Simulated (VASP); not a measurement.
Input of a VASP 6.6.1 run:

Contents of INCAR:

```
ALGO = Normal
DIPOL = 0.5 0.5 0.387
EDIFF = 1E-6
ENCUT = 520
GGA = PE
IDIPOL = 3
ISIF = 2
ISMEAR = 0
IVDW = 12
LASPH = T
LCHARG = F
LDIPOL = T
LREAL = F
LWAVE = F
NBANDS = 36
NELM = 80
PREC = Accurate
SIGMA = 0.1
```

File KPOINTS:

```
k-points
0
Gamma
  9 9 1
```

Contents of POSCAR:

```
Ge
1.0
    4.0226895355      0.0000000000      0.0000000000
   -2.0113447678      3.4837513293      0.0000000000
    0.0000000000      0.0000000000     18.8685220287
Ge
4
Direct
    0.3333333333      0.6666666667      0.2747571329
    0.6666666667      0.3333333333      0.2384924475
    0.0000000000      1.0000000000      0.5362646853
    0.3333333333      0.6666666667      0.5000000000
```

Potentials or basis: VASP PAW PBE potentials, release 64 (Ge_d).

Command:

```bash
$ cat potpaw_PBE.64/Ge_d/POTCAR > POTCAR
$ mpirun -np 1 vasp_std > vasp.out
```

Question: Estimate the largest force.

Answer: 0.165 eV/Å.

Question: What does it give for the dispersion energy per atom?

Answer: -0.190 eV.

Question: Predict the band gap on the k mesh.

Answer: Zero (filled and empty bands touch).

Forces in eV/Å, atoms in the order of the input:
```
Ge   0.000  0.000  0.165
Ge   0.000  0.000  0.025
Ge   0.000  0.000 -0.025
Ge   0.000  0.000 -0.165
```
